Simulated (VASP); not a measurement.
Wanted: the native input for a VASP 6.6.1 run.

| Property | Result |
| --- | --- |
| Task | single point |
| Functional | LDA |
| Potentials or basis | VASP PAW LDA potentials, release 64 (W_sv) |
| Cutoff | 520 eV |
| k mesh | 14 × 14 × 14 |
| Occupations | methfessel-paxton, width 1 eV |
| Spin | no spin polarisation |
| Dipole correction | no |
| Further INCAR settings | ALGO = Normal; EDIFF = 1e-06; NBANDS = 13 |

The structure of W lies in POSCAR:

```
W
1.0
   -1.5676867250      1.5676867250      1.5676867250
    1.5676867250     -1.5676867250      1.5676867250
    1.5676867250      1.5676867250     -1.5676867250
W
1
Direct
    0.0000000000      0.0000000000      0.0000000000
```

These files were run (other wordings do the same):

INCAR

```
SYSTEM = W
PREC = Accurate ; ENCUT = 520
EDIFF = 1E-6 ; ISMEAR = 1
SIGMA = 1.0 ; LREAL = .FALSE.
LASPH = .TRUE. ; NELM = 100
ALGO = Normal ; ISIF = 2
LWAVE = .FALSE. ; LCHARG = .TRUE.
GGA = CA ; LELF = .TRUE.
LVHAR = .TRUE. ; NBANDS = 13
```

KPOINTS

```
Automatic mesh
0
G
  14 14 14
  0 0 0
```

Potentials or basis: VASP PAW LDA potentials, release 64 (W_sv).

Command:

```sh
$ cat potpaw_LDA.64/W_sv/POTCAR > POTCAR
$ mpirun -np 1 vasp_std > vasp.out
```

Results of the run:

- Pressure: 1.4 GPa
- Band gap on the k mesh: zero (band 7 reaches 17.08 eV, above the bottom of band 8 at 10.42 eV)

Caveat: spin-orbit coupling is left out, which moves the levels of the heavy elements.

It took 24 s on 1 thread of AMD EPYC 7R43 64-Core Processor (Zen 3), with other jobs on the host, peak memory 0.1 GiB.
